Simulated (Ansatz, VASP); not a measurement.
Cu in VASP and in Ansatz

```
Cu
1.0
     2.55619    0.00000    0.00000
     1.27810    2.21373    0.00000
     0.00000    0.00000   28.43561
Cu
6
Direct
  0.00000 0.00000 0.31596
  0.33333 0.33333 0.38944
  0.66667 0.66667 0.46312
  0.00000 0.00000 0.53688
  0.33333 0.33333 0.61056
  0.66667 0.66667 0.68404
```

Alike in both runs: functional PBE; k mesh 18 × 18 × 1; occupations gaussian, width 0.1 eV; no spin polarisation.

Ansatz relaxed the structure, and its values are those at the end. VASP's run is a single point on that final structure, the one shown.

|  | VASP | Ansatz |
| --- | --- | --- |
| version | VASP 6.6.1 | Ansatz 0.2.0 |
| potentials or method | VASP PAW PBE potentials, release 64 (Cu) | scalar-relativistic, plane waves, PAW |
| plane-wave cutoff (eV) | 520 | 420 |
| valence electrons in the cell | 66 | 114 |

|  | VASP | Ansatz | Ansatz less VASP |
| --- | --- | --- | --- |
| gap on the k mesh at the Fermi level (eV) | none | none | - |
| rms of the force components (eV/Å) | 0.006 | 0.000 | -0.0060 |

A gap of «none» marks a metal or a gap that the smearing closes. VASP's potentials hold 66 valence electrons a cell and Ansatz's 114, so a difference there can come from the potentials and not from the codes. Ansatz's warnings: xc potential rough in thin density.
